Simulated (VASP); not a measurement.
# Si2Ni (Fmmm) in VASP: notebook, part 2 of 2

VASP 6.6.1. Earlier steps stand in the parts before.

## Step 5: Single point, PBEsol (strain +0.0025 x Voigt [1, -1, 0, 0, 0, 0])

INCAR reads:

```
PREC = Accurate
ENCUT = 520
EDIFF = 1E-7
ISMEAR = 0
SIGMA = 0.15
LREAL = F
LASPH = T
NELM = 60
ALGO = Normal
ISIF = 2
LWAVE = F
LCHARG = T
GGA = PS
LELF = T
LVHAR = T
NBANDS = 16
```

KPOINTS reads:

```
regular mesh
0
Gamma
  16 16 16
```

POSCAR reads:

```
Si2Ni
1.0
    0.0000000000      2.6889655927      2.6957048548
    2.7024441169      0.0000000000      2.6957048548
    2.7024441169      2.6889655927      0.0000000000
Si Ni
2 1
Direct
    0.2500000000      0.2500000000      0.2500000000
    0.7500000000      0.7500000000      0.7500000000
    0.0000000000      0.0000000000      0.0000000000
```

Potentials or basis: VASP PAW PBE potentials, release 64 (Si, Ni).

Launch:

```
$ cat potpaw_PBE.64/Si/POTCAR potpaw_PBE.64/Ni/POTCAR > POTCAR
$ mpirun -np 1 vasp_std > vasp.out
```

OUTCAR:

```text
PREC = Accurate
   ENCUT = 520
   EDIFF = 1E-7
   ISMEAR = 0
   LREAL = F
   LASPH = T
   NELM = 60
   ISIF = 2
   GGA = PS

 ion  position               nearest neighbor table
   1  0.250  0.250  0.250-   3 2.33   3 2.33   3 2.33   3 2.33   2 2.69   2 2.69   2 2.70   2 2.70
                             2 2.70   2 2.70
   2  0.750  0.750  0.750-   3 2.33   3 2.33   3 2.33   3 2.33   1 2.69   1 2.69   1 2.70   1 2.70
                             1 2.70   1 2.70
   3  0.000  0.000  0.000-   2 2.33   1 2.33   2 2.33   1 2.33   2 2.33   2 2.33   1 2.33   1 2.33

  LATTYP: Found a face centered orthorhombic cell.
 ALAT       =     5.3779311854
 B/A-ratio  =     1.0025062657
 C/A-ratio  =     1.0050125313

  Lattice vectors:

 A1 = (  -2.7024441169,   0.0000000000,  -2.6957048548)
 A2 = (  -2.7024441169,   2.6889655927,   0.0000000000)
 A3 = (   0.0000000000,   2.6889655927,  -2.6957048548)

Analysis of symmetry for initial positions (statically):
=====================================================================
 Subroutine PRICEL returns:
 Original cell was already a primitive cell.

 Routine SETGRP: Setting up the symmetry group for a
 face centered orthorhombic supercell.

 Subroutine GETGRP returns: Found  8 space group operations
 (whereof  8 operations were pure point group operations)
 out of a pool of  8 trial point group operations.

The static configuration has the point symmetry D_2h.

Analysis of symmetry for dynamics (positions and initial velocities):
=====================================================================
 Subroutine PRICEL returns:
 Original cell was already a primitive cell.

 Routine SETGRP: Setting up the symmetry group for a
 face centered orthorhombic supercell.

 Subroutine GETGRP returns: Found  8 space group operations
 (whereof  8 operations were pure point group operations)
 out of a pool of  8 trial point group operations.

The dynamic configuration has the point symmetry D_2h.

 Subroutine INISYM returns: Found  8 space group operations
 (whereof  8 operations are pure point group operations),
 and found     1 'primitive' translations
[... 119 lines left out ...]
  Fermi-wavevector in a.u.,A,eV,Ry     =   1.263235  2.387168 21.711677  1.595763
  Thomas-Fermi vector in A             =   2.396603
   LORBIT       =      0    0 simple, 1 ext, 2 COOP (PROOUT), +10 PAW based schemes
   GGA     = PS    functional components
   LHFCALC =     F    Hartree Fock is set to
   AEXX    =    0.0000 exact exchange contribution
   IVDW    =     0    specifies the selected vdW correction
   LEPSILON=     F    determine dielectric tensor
   LRPA    =     F    only Hartree local field effects (RPA)
 non-spin polarized calculation
 Gauss-broadening in eV      SIGMA  =   0.15
  energy-cutoff  :      520.00
  volume of cell :       39.18
 maximum number of plane-waves:      1067
   NGX = 15   NGY = 15   NGZ = 15

 number of electron      17.9999996 magnetization

 Free energy of the ion-electron system (eV)
  ---------------------------------------------------
  ext. energy  EPLUGINS =         0.00000000
  ---------------------------------------------------
  free energy    TOTEN  =       -18.98603160 eV

  energy without entropy =      -18.97577165  energy(sigma->0) =      -18.98090163

 E-fermi :  10.4779     XC(G=0): -11.7355

 val. band max:       10.4720718588   @ k =  -0.1250   0.3750   0.4375
 cond. band min:      10.4817453815   @ k =  -0.1875   0.0625   0.0625
 fundamental gap:      0.0096735227
 Fermi energy:        10.4778746247

 k-point     1 :       0.0000    0.0000    0.0000
  band No.  band energies     occupation
      1      -3.4486      2.00000
      2       5.2024      2.00000
      3       5.2109      2.00000
      4       5.2193      2.00000
      5       6.9071      2.00000
      6       6.9196      2.00000
[... 433 lines left out ...]
      3       5.2200      2.00000
      4       5.2789      2.00000
      5       6.8523      2.00000
      6       6.9150      2.00000
[... 8 lines left out ...]
     15      14.6269      0.00000
     16      15.4203      0.00000

 [... further k-points ...]

------------------------ aborting loop because EDIFF is reached ----------------------------------------

  FORCE on cell =-STRESS in cart. coord.  units (eV):
  Direction    XX          YY          ZZ          XY          YZ          ZX
  --------------------------------------------------------------------------------------
  -------------------------------------------------------------------------------------
  Total       -0.0277992      0.0361004      0.0044657      0.0000000      0.0000000      0.0000000
  in kB       -1.1368381      1.4763137      0.1826236      0.0000000      0.0000000      0.0000000
  external PRESSURE =       0.1740331 kB  Pullay stress =       0.0000000 kB

 VOLUME and BASIS-vectors are now :
 -----------------------------------------------------------------------------
  energy-cutoff  :      520.00
  volume of cell :       39.18
      direct lattice vectors                 reciprocal lattice vectors
     0.000000000  2.688965593  2.695704855    -0.185017702  0.185945109  0.185480246
     2.702444117  0.000000000  2.695704855     0.185017702 -0.185945109  0.185480246
     2.702444117  2.688965593  0.000000000     0.185017702  0.185945109 -0.185480246

 POSITION                                       TOTAL-FORCE (eV/Angst)
 -----------------------------------------------------------------------------------
      1.35122      1.34448      1.34785         0.000000     -0.000000      0.000000
      4.05367      4.03345      4.04356         0.000000      0.000000     -0.000000
      0.00000      0.00000      0.00000         0.000000      0.000000      0.000000
 -----------------------------------------------------------------------------------
    total drift:                               -0.000000     -0.000000      0.000000

  FREE ENERGIE OF THE ION-ELECTRON SYSTEM (eV)
  ---------------------------------------------------
  free  energy   TOTEN  =       -18.9860315992 eV

  energy  without entropy=      -18.9757716550  energy(sigma->0) =      -18.98090163
```

stdout:

```text
POSCAR found type information on POSCAR SiNi
 POSCAR found :  2 types and       3 ions
 scaLAPACK will be used
 -----------------------------------------------------------------------------
|                                                                             |
|                                                                             |
|     You enforced a specific xc type in the INCAR file but a different       |
|     I HOPE YOU KNOW WHAT YOU ARE DOING!                                     |
|                                                                             |
 -----------------------------------------------------------------------------

 LDA part: xc-table for (Slater+PW92), standard interpolation
 POSCAR, INCAR and KPOINTS ok, starting setup
 FFT: planning ... GRIDC
 FFT: planning ... GRID_SOFT
 FFT: planning ... GRID
 WAVECAR not read
 entering main loop
```

It took 5.9 min on 1 thread of Intel Xeon 6975P-C, shared host; peak memory 0.47 GiB.

What came out:

```
Free energy            : -18.9860 eV
Pressure               : 0.0 GPa
Band gap on the k mesh : zero (band 9 reaches 12.20 eV, above the bottom of band 10 at 10.05 eV)
```

Levels at points of the mesh, in eV from the Fermi level:
```
           k point  band 6  band 7  band 8  band 9  band 10  band 11  band 12  band 13
(0.00, 0.00, 0.00)   -3.56   -0.20    1.69    1.73     1.76     2.22     2.24     2.27
(0.50, 0.00, 0.00)   -3.38   -3.38   -1.47   -1.44     1.76     1.81     1.82     2.66
(0.50, 0.50, 0.00)   -3.68   -3.66   -3.49   -3.15    -0.41     1.33     7.76     8.30
(0.50, 0.00, 0.50)   -3.67   -3.66   -3.49   -3.16    -0.43     1.32     7.77     8.33
(0.00, 0.50, 0.50)   -3.67   -3.66   -3.50   -3.15    -0.39     1.35     7.76     8.35
```

Caveat: the cell differs from its parent crystal (strain +0.0025 x Voigt [1, -1, 0, 0, 0, 0]); the PAW data sets were made with another functional, which shifts forces and pressure a little.

## Step 6: Summary

| cell | gap on the mesh (eV) | pressure (GPa) |
| --- | --- | --- |
| a = 3.779, b = 3.846, c = 3.813 Å, angles 59.1, 60.9, 60.0°, 3 atoms | none | 0.1 |
| a = 3.789, b = 3.836, c = 3.813 Å, angles 59.4, 60.6, 60.0°, 3 atoms | none | 0.0 |
| a = 3.798, b = 3.827, c = 3.812 Å, angles 59.6, 60.4, 60.0°, 3 atoms | none | 0.0 |
| a = 3.808, b = 3.817, c = 3.812 Å, angles 59.9, 60.1, 60.0°, 3 atoms | none | 0.0 |

Alike in all rows: task single point; level PBEsol; potentials or basis VASP PAW PBE potentials, release 64 (Si, Ni); no spin polarisation; k mesh 16 × 16 × 16; cutoff (eV) 520; smearing gaussian 0.15 eV.

Caveats: the PAW data sets were made with another functional, which shifts forces and pressure a little.

Absolute energies hang on the potentials; compare differences alone.
